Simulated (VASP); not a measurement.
# Hg (Cmce) in VASP: a series of runs

Hg is run at these levels: PBE; tasks: single point.

All numbers are computed with VASP 6.6.1; they aren't measurements. Logs are shortened: lines on timing, memory, paths and dates and some standing lists are left out, and cuts for length are marked.

## 1. The cell of the first run

The typed cell holds 4 atoms: a = 6.552 Å, b = 6.552 Å, c = 3.572 Å, α = 90.00°, β = 90.00°, γ = 129.70°.

## 2. Single point, PBE

File INCAR:

```
SYSTEM = Hg
  ALGO = Normal
  EDIFF = 1E-7
  ENCUT = 520
  GGA = PE
  ISIF = 2
  ISMEAR = 0
  LASPH = .TRUE.
  LCHARG = .FALSE.
  LREAL = .FALSE.
  LWAVE = .FALSE.
  NBANDS = 32
  NELM = 100
  PREC = Accurate
  SIGMA = 0.1
```

File KPOINTS:

```
k-points
0
G
  10 10 14
  0 0 0
```

File POSCAR:

```
Hg
1.0
    2.7847833250     -5.9310093853      0.0000000000
    2.7847833250      5.9310093853      0.0000000000
    0.0000000000      0.0000000000      3.5715108144
Hg
4
Direct
    0.3681809082      0.6318190918      0.5001032032
    0.8681809082      0.1318190918      0.9998967968
    0.1318190918      0.8681809082      0.0001032032
    0.6318190918      0.3681809082      0.4998967968
```

Potentials or basis: VASP PAW PBE potentials, release 64 (Hg).

On the command line:

```sh
cat potpaw_PBE.64/Hg/POTCAR > POTCAR
mpirun -np 1 vasp_std > vasp.out
```

OUTCAR:

```text
SYSTEM = Hg
   EDIFF = 1E-7
   ENCUT = 520
   GGA = PE
   ISIF = 2
   ISMEAR = 0
   LASPH = .TRUE.
   LREAL = .FALSE.
   NELM = 100
   PREC = Accurate

 ion  position               nearest neighbor table
   1  0.368  0.632  0.500-   4 3.13   2 3.31   2 3.31   2 3.31   2 3.31   3 3.32   3 3.32
   2  0.868  0.132  1.000-   3 3.13   1 3.31   1 3.31   1 3.31   1 3.31   4 3.32   4 3.32
   3  0.132  0.868  0.000-   2 3.13   4 3.31   4 3.31   4 3.31   4 3.31   1 3.32   1 3.32
   4  0.632  0.368  0.500-   1 3.13   3 3.31   3 3.31   3 3.31   3 3.31   2 3.32   2 3.32

  LATTYP: Found a base centered orthorhombic cell.
 ALAT       =     5.5695666500
 B/A-ratio  =     2.1297920495
 C/A-ratio  =     0.6412547042

  Lattice vectors:

 A1 = (   2.7847833250,  -5.9310093853,   0.0000000000)
 A2 = (   2.7847833250,   5.9310093853,   0.0000000000)
 A3 = (   0.0000000000,   0.0000000000,   3.5715108144)

Analysis of symmetry for initial positions (statically):
=====================================================================
 Subroutine PRICEL returns:
 Original cell was already a primitive cell.

 Routine SETGRP: Setting up the symmetry group for a
 base centered orthorhombic supercell.

 Subroutine GETGRP returns: Found  8 space group operations
 (whereof  4 operations were pure point group operations)
 out of a pool of  8 trial point group operations.

The static configuration has the point symmetry C_2h.
 The point group associated with its full space group is D_2h.

Analysis of symmetry for dynamics (positions and initial velocities):
=====================================================================
 Subroutine PRICEL returns:
 Original cell was already a primitive cell.

 Routine SETGRP: Setting up the symmetry group for a
 base centered orthorhombic supercell.

 Subroutine GETGRP returns: Found  8 space group operations
 (whereof  4 operations were pure point group operations)
 out of a pool of  8 trial point group operations.

The dynamic configuration has the point symmetry C_2h.
 The point group associated with its full space group is D_2h.

 Subroutine INISYM returns: Found  8 space group operations
 (whereof  4 operations are pure point group operations),
 and found     1 'primitive' translations

----------------------------------------------------------------------------------------

                                     Primitive cell

  volume of cell :     117.9783

  direct lattice vectors                    reciprocal lattice vectors
     2.784783325 -5.931009385  0.000000000     0.179547183 -0.084302682  0.000000000
     2.784783325  5.931009385  0.000000000     0.179547183  0.084302682  0.000000000
     0.000000000  0.000000000  3.571510814     0.000000000  0.000000000  0.279993552

  length of vectors
     6.552243165  6.552243165  3.571510814     0.198353556  0.198353556  0.279993552

  position of ions in fractional coordinates (direct lattice)
     0.368180908  0.631819092  0.500103203
     0.868180908  0.131819092  0.999896797
     0.131819092  0.868180908  0.000103203
     0.631819092  0.368180908  0.499896797

  ion indices of the primitive-cell ions
   primitive index   ion index
                 1           1
                 2           2
                 3           3
                 4           4

----------------------------------------------------------------------------------------

 KPOINTS: k-points

Automatic generation of k-mesh.
 Grid dimensions read from file:
 generate k-points for:   10   10   14

 Generating k-lattice:

  Cartesian coordinates                     Fractional coordinates (reciprocal lattice)
     0.017954718 -0.008430268  0.000000000     0.100000000  0.000000000  0.000000000
     0.017954718  0.008430268  0.000000000     0.000000000  0.100000000  0.000000000
     0.000000000  0.000000000  0.019999539     0.000000000  0.000000000  0.071428571

  Length of vectors
     0.019835356  0.019835356  0.019999539

  Shift w.r.t. Gamma in fractional coordinates (k-lattice)
     0.000000000  0.000000000  0.000000000

 Subroutine IBZKPT returns following result:
 ===========================================

 Found    248 irreducible k-points:

 Following reciprocal coordinates:
            Coordinates               Weight
  0.000000  0.000000  0.000000      1.000000
  0.100000 -0.000000  0.000000      4.000000
  0.200000 -0.000000  0.000000      4.000000
  0.300000  0.000000  0.000000      4.000000
  0.400000 -0.000000  0.000000      4.000000
  0.500000 -0.000000  0.000000      2.000000
[... 16 lines left out ...]
  0.300000  0.300000  0.000000      2.000000
  0.400000  0.300000  0.000000      4.000000
 [... further k-points ...]
   k-points           NKPTS =    248   k-points in BZ     NKDIM =    248   number of bands    NBANDS=     32
   number of dos      NEDOS =    301   number of ions     NIONS =      4
   total plane-waves  NPLWV =  70000
   dimension x,y,z NGX =    50 NGY =   50 NGZ =   28
   dimension x,y,z NGXF=   100 NGYF=  100 NGZF=   56
   ions per type =               4
   NGX,Y,Z   is equivalent  to a cutoff of  12.69, 12.69, 13.03 a.u.
   NGXF,Y,Z  is equivalent  to a cutoff of  25.37, 25.37, 26.07 a.u.
 SYSTEM =  Hg
   PREC   = accura    normal or accurate (medium, high low for compatibility)
   ISTART =      0    job   : 0-new  1-cont  2-samecut
   ICHARG =      2    charge: 1-file 2-atom 10-const
   ISPIN  =      1    spin polarized calculation?
   LNONCOLLINEAR =      F non collinear calculations
   LSORBIT =      F    spin-orbit coupling
   LASPH  =      T    aspherical Exc in radial PAW
   ENCUT  =  520.0 eV  38.22 Ry    6.18 a.u.  12.18 12.18  6.64*2*pi/ulx,y,z
   NELM   =    100;   NELMIN=  2; NELMDL= -5     # of ELM steps
   EDIFF  = 0.1E-06   stopping-criterion for ELM
   LREAL  =      F    real-space projection
   EDIFFG = 0.1E-05   stopping-criterion for IOM
   NSW    =      0    number of steps for IOM
   IBRION =     -1    ionic relax: 0-MD 1-quasi-New 2-CG
   NFREE  =      0    steps in history (QN), initial steepest desc. (CG)
   ISIF   =      2    stress and relaxation
   ISYM   =      2    0-nonsym 1-usesym 2-fastsym
   POTIM  = 0.5000    time-step for ionic-motion
   TEBEG  =    0.0;   TEEND  =   0.0 temperature during run
   PSTRESS=    0.0 pullay stress
   NELECT =      48.0000    total number of electrons
   NUPDOWN=      -1.0000    fix difference up-down
   EMIN   =  10.00;   EMAX   =-10.00  energy-range for DOS
   EFERMI =   0.00;   METHOD = LEGACY
   ISMEAR =     0;   SIGMA  =   0.10  broadening in eV -4-tet -1-fermi 0-gaus
   EFERMI_NEDOS =   21; number of points for ismear=-14 and -15
   IALGO  =     38    algorithm
   IMIX   =      4    mixing-type and parameters
     AMIX     =   0.40;   BMIX     =  1.00
     AMIX_MAG =   1.60;   BMIX_MAG =  1.00
  volume/ion in A,a.u.               =      29.49       199.04
  Fermi-wavevector in a.u.,A,eV,Ry     =   1.213076  2.292381 20.021690  1.471553
  Thomas-Fermi vector in A             =   2.348539
   LORBIT       =      0    0 simple, 1 ext, 2 COOP (PROOUT), +10 PAW based schemes
   GGA     = PE    functional components
   LHFCALC =     F    Hartree Fock is set to
   AEXX    =    0.0000 exact exchange contribution
   IVDW    =     0    specifies the selected vdW correction
   LEPSILON=     F    determine dielectric tensor
   LRPA    =     F    only Hartree local field effects (RPA)
 non-spin polarized calculation
 Gauss-broadening in eV      SIGMA  =   0.10
  energy-cutoff  :      520.00
  volume of cell :      117.98
 maximum number of plane-waves:      3207
 NGX is ok and might be reduce to    50
   NGX = 25   NGY = 25   NGZ = 13

 number of electron      48.0000004 magnetization

 Free energy of the ion-electron system (eV)
  ---------------------------------------------------
  ext. energy  EPLUGINS =         0.00000000
  ---------------------------------------------------
  free energy    TOTEN  =        -0.69206681 eV

  energy without entropy =       -0.68814354  energy(sigma->0) =       -0.69010517

 E-fermi :   1.2211     XC(G=0):  -9.6216

 val. band max:        1.2142895052   @ k =   0.2000  -0.0000   0.0714
 cond. band min:       1.2289718003   @ k =  -0.2000   0.2000   0.0714
 fundamental gap:      0.0146822951
 Fermi energy:         1.2211123044

 k-point     1 :       0.0000    0.0000    0.0000
  band No.  band energies     occupation
      1      -6.3023      2.00000
      2      -5.8321      2.00000
      3      -5.7713      2.00000
      4      -5.7409      2.00000
      5      -5.6386      2.00000
      6      -5.4550      2.00000
[... 24 lines left out ...]
     31      10.5123      0.00000
     32      11.9632      0.00000

 k-point     2 :       0.1000   -0.0000    0.0000
  band No.  band energies     occupation
      1      -6.2360      2.00000
      2      -5.8177      2.00000
      3      -5.7690      2.00000
      4      -5.6968      2.00000
      5      -5.6299      2.00000
      6      -5.4628      2.00000
[... 24 lines left out ...]
     31      10.5674      0.00000
     32      11.8121      0.00000

 k-point     3 :       0.2000   -0.0000    0.0000
  band No.  band energies     occupation
      1      -6.0477      2.00000
      2      -5.7773      2.00000
      3      -5.7352      2.00000
      4      -5.6056      2.00000
      5      -5.5926      2.00000
      6      -5.4844      2.00000
[... 24 lines left out ...]
     31      10.7270      0.00000
     32      11.6145      0.00000

 k-point     4 :       0.3000    0.0000    0.0000
  band No.  band energies     occupation
      1      -5.8212      2.00000
      2      -5.7208      2.00000
      3      -5.6178      2.00000
      4      -5.5710      2.00000
      5      -5.4756      2.00000
      6      -5.4508      2.00000
[... 654 lines left out ...]
     31      10.3947      0.00000
     32      10.8549      0.00000

 k-point    23 :       0.3000    0.3000    0.0000
  band No.  band energies     occupation
      1      -5.7577      2.00000
      2      -5.7016      2.00000
      3      -5.5517      2.00000
      4      -5.5154      2.00000
      5      -5.3835      2.00000
      6      -5.2779      2.00000
[... 24 lines left out ...]
     31       9.2841      0.00000
     32       9.5855      0.00000

 k-point    24 :       0.4000    0.3000    0.0000
  band No.  band energies     occupation
      1      -5.7766      2.00000
      2      -5.7697      2.00000
      3      -5.6565      2.00000
      4      -5.5928      2.00000
      5      -5.4204      2.00000
      6      -5.3996      2.00000
[... 24 lines left out ...]
     31       9.4287      0.00000
     32       9.9902      0.00000

 [... further k-points ...]

------------------------ aborting loop because EDIFF is reached ----------------------------------------

  FORCE on cell =-STRESS in cart. coord.  units (eV):
  Direction    XX          YY          ZZ          XY          YZ          ZX
  --------------------------------------------------------------------------------------
  -------------------------------------------------------------------------------------
  Total        0.0717106      0.0927642      0.0550845      0.0000000     -0.0000000      0.0000000
  in kB        0.9738503      1.2597640      0.7480627      0.0000000     -0.0000000      0.0000000
  external PRESSURE =       0.9938923 kB  Pullay stress =       0.0000000 kB

 VOLUME and BASIS-vectors are now :
 -----------------------------------------------------------------------------
  energy-cutoff  :      520.00
  volume of cell :      117.98
      direct lattice vectors                 reciprocal lattice vectors
     2.784783325 -5.931009385  0.000000000     0.179547183 -0.084302682  0.000000000
     2.784783325  5.931009385  0.000000000     0.179547183  0.084302682  0.000000000
     0.000000000  0.000000000  3.571510814     0.000000000  0.000000000  0.279993552

 POSITION                                       TOTAL-FORCE (eV/Angst)
 -----------------------------------------------------------------------------------
      2.78478      1.56364      1.78612         0.000000      0.001968     -0.000128
      2.78478     -4.36737      3.57114         0.000000      0.001968      0.000128
      2.78478      4.36737      0.00037         0.000000     -0.001968     -0.000128
      2.78478     -1.56364      1.78539         0.000000     -0.001968      0.000128
 -----------------------------------------------------------------------------------
    total drift:                                0.000000     -0.000000      0.000000

  FREE ENERGIE OF THE ION-ELECTRON SYSTEM (eV)
  ---------------------------------------------------
  free  energy   TOTEN  =        -0.6920668060 eV

  energy  without entropy=       -0.6881435427  energy(sigma->0) =       -0.69010517
```

Wall time 5.7 min (1 thread of Intel Xeon 6975P-C (Granite Rapids), shared host); peak memory 0.73 GiB.

What came out:

```yaml
Free_energy: -0.6921 eV
Pressure: 0.1 GPa
Band_gap_on_the_k_mesh: zero (band 24 reaches 1.95 eV, above the bottom of band 25 at 0.25 eV)
```

Caveat: spin-orbit coupling is left out, which moves the levels of the heavy elements.

## 3. Single point, PBE

This run uses another cell than the first one, of 26.95 Å³/atom, 0.914 times its volume.

File INCAR:

```
SYSTEM = Hg
  PREC = Accurate
  ENCUT = 520
  EDIFF = 1E-6
  ISMEAR = 0
  SIGMA = 0.1
  LREAL = .FALSE.
  LASPH = .TRUE.
  NELM = 100
  ALGO = Normal
  ISIF = 2
  LWAVE = .FALSE.
  LCHARG = .FALSE.
  GGA = PE
  NBANDS = 32
```

File KPOINTS:

```
regular mesh
0
G
  4 4 6
  0 0 0
```

File POSCAR:

```
Hg
1.0
    2.7592200650     -5.7631246900      0.0000000000
    2.7592200650      5.7631246900      0.0000000000
    0.0000000000      0.0000000000      3.3892448200
Hg
4
Direct
    0.3691655400      0.6308344600      0.5007497100
    0.8691655400      0.1308344600      0.9992502900
    0.1308344600      0.8691655400      0.0007497100
    0.6308344600      0.3691655400      0.4992502900
```

Potentials or basis: VASP PAW PBE potentials, release 64 (Hg).

On the command line:

```sh
cat potpaw_PBE.64/Hg/POTCAR > POTCAR
mpirun -np 1 vasp_std > vasp.out
```

Run time: 30 s. Hardware: 1 thread of Intel Xeon 6975P-C (Granite Rapids), shared host; peak memory 0.27 GiB.

The run converged. Its results:

```
Free energy            : -0.6129 eV
Pressure               : 1.8 GPa
Largest force          : 0.020 eV/Å
Band gap on the k mesh : zero (band 24 reaches 1.90 eV, above the bottom of band 25 at 0.67 eV)
```

Forces in eV/Å, atoms in the order of the input:
```
Hg   0.000 -0.020 -0.001
Hg   0.000 -0.020  0.001
Hg   0.000  0.020 -0.001
Hg   0.000  0.020  0.001
```

Stress tensor (GPa, compression positive):
```
1.59 0.00 0.00
0.00 2.10 0.00
0.00 0.00 1.77
```

Levels at points of the mesh, in eV from the Fermi level:
```
           k point  band 22  band 23  band 24  band 25  band 26  band 27
(0.00, 0.00, 0.00)    -2.27    -1.29    -1.28    -1.09     0.31     0.79
(0.50, 0.00, 0.00)    -5.72    -3.24    -3.24     2.83     2.83     6.15
(0.50, 0.50, 0.00)    -5.42    -1.92    -1.08     2.00     2.62     2.84
(0.00, 0.00, 0.50)    -3.65    -0.10    -0.10     2.13     2.13     3.14
(0.50, 0.00, 0.50)    -2.12    -1.64    -1.64     0.65     0.65     0.99
(0.50, 0.50, 0.50)    -2.55    -2.52    -2.52     1.78     1.78     3.87
```

Caveat: spin-orbit coupling is left out, which moves the levels of the heavy elements.
